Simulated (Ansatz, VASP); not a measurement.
## SnO2: VASP beside Ansatz

```
CELL_PARAMETERS angstrom
0.00000 2.52160 2.52160
2.52160 0.00000 2.52160
2.52160 2.52160 0.00000
ATOMIC_POSITIONS crystal
Sn 0.00000 0.00000 0.00000
O 0.75000 0.75000 0.75000
O 0.25000 0.25000 0.25000
```

Change from the starting cell: volume scaled by 0.94.

Alike in both runs: task single point; functional LDA; k mesh 9 × 9 × 9; occupations fermi-dirac, width 0.05 eV; no spin polarisation.

|  | VASP | Ansatz |
| --- | --- | --- |
| version | VASP 6.6.1 | Ansatz 0.2.0 |
| potentials or method | VASP PAW LDA potentials, release 64 (Sn_d, O), cutoff 520 eV | all-electron LAPW, scalar-relativistic |

```tsv
	VASP	Ansatz	Ansatz less VASP
gap on the k mesh at the Fermi level (eV)	0.45	0.41	-0.034
least direct gap on the mesh (eV)	1.82	1.78	-0.037
pressure (GPa)	0.5	-0.4	-0.92
```

LDA's correlation is that of Perdew and Zunger in VASP and of Perdew and Wang (1992) in Ansatz. Ansatz ran all-electron here, and VASP with PAW potentials.
